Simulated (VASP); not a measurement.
Be2CdO3:

```xyz
6
Lattice="2.9500 0.0000 0.0000 -1.4750 2.5548 0.0000 0.0000 0.0000 8.2800" Properties=species:S:1:pos:R:3 pbc="T T T"
Be    1.4750    0.8516    5.3820
Be    0.0000    1.7032    2.9394
Cd    0.0000    0.0000    0.0000
O     1.4750    0.8516    7.0380
O     0.0000    1.7032    4.6368
O     0.0000    0.0000    2.1528
```

```yaml
Program: VASP 6.6.1
Task: relaxation of cell and atoms
Functional: PBE
Potentials_or_basis: VASP PAW PBE potentials, release 64 (Be, Cd_sv_GW, O)
Cutoff: 700 eV
k_mesh: 5 × 5 × 2
Occupations: gaussian, width 0.15 eV
Spin: no spin polarisation
```

At the start: pressure -7.4 GPa; volume 10.40 Å³/atom.

Question: Where does the relaxation end?

Answer: Over 8 steps the energy falls by 121.0 meV/atom and the volume is 9.70 Å³/atom (-6.8 %); space group P3m1 (No. 156, to 0.1 Å) before and after.

Step by step:
```csv
step,energy change (eV),largest force (eV/Å),pressure (GPa),volume (Å³)
1,0.0000,2.4677,-7.37,62.40
2,-0.5058,2.7139,2.52,58.08
3,-0.5450,1.9741,-0.25,58.96
4,-0.7103,0.7149,1.89,57.76
5,-0.7112,0.6230,1.67,57.84
6,-0.7219,0.2376,-1.18,58.49
7,-0.7239,0.2039,-0.40,58.30
8,-0.7258,0.0530,-0.12,58.19
```

Final structure:
```
CELL_PARAMETERS angstrom
2.94276 0.00000 0.00000
-1.47138 2.54851 0.00000
0.00000 0.00000 7.75844
ATOMIC_POSITIONS crystal
Be 0.66667 0.33333 0.63386
Be 0.33333 0.66667 0.35453
Cd 0.00000 0.00000 0.00463
O 0.66667 0.33333 0.83680
O 0.33333 0.66667 0.55999
O 0.00000 0.00000 0.28519
```

Caveat: the k points lie up to 0.49 Å⁻¹ apart in the final cell; the relaxation stopped at a loose force limit of 0.08 eV/Å, so its end isn't a converged minimum.
